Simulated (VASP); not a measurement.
MnO2: single point with PBE+U

The system is MnO2.

```xyz
3
Lattice="2.7514 0.0000 0.0000 -1.3757 2.3828 0.0000 0.0000 0.0000 4.4385" Properties=species:S:1:pos:R:3 pbc="T T T"
Mn    0.0000    0.0000    0.0000
O     0.0000    1.5885    1.1185
O     1.3757    0.7943    3.3200
```

```
Program             : VASP 6.6.1
Task                : single point
Functional          : PBE
Potentials or basis : VASP PAW PBE potentials, release 64 (Mn_sv, O)
Cutoff              : 700 eV
k mesh              : 8 × 8 × 4
Occupations         : gaussian, width 0.05 eV
Spin                : collinear spin, ferromagnetic start
Starting moments    : [2.89, -0.01, -0.01] μB
Hubbard terms       : Mn d U = 2.0 eV
```

* Pressure: 2.4 GPa
* Largest force: 2.341 eV/Å
* Band gap on the k mesh: 1.40 eV (least direct gap 1.84 eV)
* Net moment: 3.00 μB per cell
* Site moments: Mn +2.85; O +0.00 μB
* Valence electrons inside the program's atomic spheres: Mn 12.76; O 4.96

Forces in eV/Å, atoms in the order of the input:
```
Mn   0.000  0.000  0.000
O    0.000  0.000 -2.341
O    0.000  0.000  2.341
```

Stress tensor (GPa, compression positive):
```
 12.66   0.00   0.00
  0.00  12.66   0.00
  0.00   0.00 -18.01
```

Levels at points of the mesh, in eV from the valence-band top:
Spin up:
| k point | band 12 | band 13 | band 14 | band 15 | band 16 | band 17 | band 18 | band 19 |
| --- | --- | --- | --- | --- | --- | --- | --- | --- |
| (0.00, 0.00, 0.00) | -1.34 | -0.55 | -0.55 | -0.29 | 2.66 | 2.66 | 7.62 | 11.10 |
| (0.50, 0.00, 0.00) | -2.12 | -2.08 | -1.95 | -1.02 | 2.59 | 2.87 | 11.29 | 14.25 |
| (0.00, 0.00, 0.50) | -2.60 | -0.71 | -0.71 | -0.45 | 2.82 | 2.82 | 9.31 | 10.74 |
| (0.50, 0.00, 0.50) | -2.09 | -1.62 | -1.30 | -1.21 | 2.60 | 2.69 | 10.74 | 13.62 |
Spin down:
```
           k point  band 9  band 10  band 11  band 12  band 13  band 14  band 15  band 16
(0.00, 0.00, 0.00)   -3.54    -0.55    -0.55    -0.23     1.88     1.88     2.68     4.09
(0.50, 0.00, 0.00)   -3.23    -3.06    -2.49    -1.88     1.50     2.92     3.39     4.34
(0.00, 0.00, 0.50)   -3.48    -2.56    -0.70    -0.70     1.87     1.87     3.02     4.24
(0.50, 0.00, 0.50)   -3.43    -2.93    -1.55    -1.19     1.40     2.91     3.33     4.30
```

Eigenvalues of the final occupation matrices:
| site | spin | trace | eigenvalues |
| --- | --- | --- | --- |
| site 1 d | 1 | 3.65 | 0.45 0.45 0.92 0.92 0.92 |
| site 1 d | 2 | 0.83 | 0.08 0.09 0.09 0.28 0.28 |

Run time: 46 s on 1 thread of AMD EPYC 9R45 96-Core Processor (Zen 5) (shared host), peak memory 0.17 GiB.

Caveat: the stress differs along the axes, from -18 to 13 GPa; a cell with one magnetic atom can't hold antiferromagnetic order, which such compounds often take; forces of over 1 eV/Å act on the atoms, so gaps and moduli don't describe the material at rest. The state reached can hang on the start; a lower one may exist.
